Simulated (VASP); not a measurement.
A run of VASP 6.6.1 is set up as follows.

File INCAR:

```
ALGO = Normal
EDIFF = 1E-8
ENCUT = 520
IBRION = 6
ISIF = 2
ISMEAR = -1
LASPH = True
LCHARG = False
LMIXTAU = True
LREAL = False
LWAVE = False
METAGGA = R2SCAN
NELM = 80
NFREE = 2
NSW = 1
POTIM = 0.015
PREC = Accurate
SIGMA = 0.15
```

File KPOINTS:

```
k-points
0
Gamma
  6 6 4
```

Contents of POSCAR:

```
GaTc
1.0
    2.8588704400      0.0000000000      0.0000000000
   -1.4294352200      2.4758544300      0.0000000000
    0.0000000000      0.0000000000      4.0762936600
Ga Tc
1 1
Direct
    0.6666666667      0.3333333333      0.5000000000
    0.3333333333      0.6666666667      0.0000000000
```

Potentials or basis: VASP PAW PBE potentials, release 64 (Ga_d, Tc_pv).

The run is started by

```sh
$ cat potpaw_PBE.64/Ga_d/POTCAR potpaw_PBE.64/Tc_pv/POTCAR > POTCAR
$ mpirun -np 1 vasp_std > vasp.out
```

Q: Predict the highest phonon frequency at Γ, LO-TO splitting left out.

A: 301 cm⁻¹.

Phonon frequencies in cm⁻¹ (negative: imaginary):
```csv
q point,frequencies
"(0.000, 0.000, 0.000)",-2 -2 -1 158 158 301
```

Caveat: the k points lie up to 0.42 Å⁻¹ apart.
